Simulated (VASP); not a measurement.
A run of VASP 6.6.1 is set up as follows.

Contents of INCAR:

```
  ALGO = Normal
  EDIFF = 1E-6
  ENCUT = 600
  GGA = PS
  GGA_COMPAT = False
  ISIF = 2
  ISMEAR = 0
  LASPH = True
  LCHARG = False
  LREAL = False
  LWAVE = False
  NBANDS = 16
  NELM = 120
  PREC = Accurate
  SIGMA = 0.1
```

File KPOINTS:

```
k-points
0
Gamma
  8 8 8
```

File POSCAR:

```
VN
1.0
    0.0000000000      2.0600010983      2.0600010983
    2.0600010983      0.0000000000      2.0600010983
    2.0600010983      2.0600010983      0.0000000000
V N
1 1
Direct
    0.5000000000      0.5000000000      0.5000000000
    0.0000000000      0.0000000000      0.0000000000
```

Potentials or basis: VASP PAW PBE potentials, release 64 (V_sv, N).

Run with:

```bash
$ cat potpaw_PBE.64/V_sv/POTCAR potpaw_PBE.64/N/POTCAR > POTCAR
$ mpirun -np 1 vasp_std > vasp.out
```

Problem. Estimate the band gap on the k mesh.

Solution. Zero (band 9 reaches 12.46 eV, above the bottom of band 10 at 10.30 eV).

Problem. What does it give for the pressure?

Solution. -10.5 GPa.

Caveat: the PAW data sets were made with another functional, which shifts forces and pressure a little; the run has no spin polarisation, though such a crystal can be magnetic. With open d or f shells a metallic result of PBEsol can be an artefact of self-interaction; +U or a hybrid may open a gap.
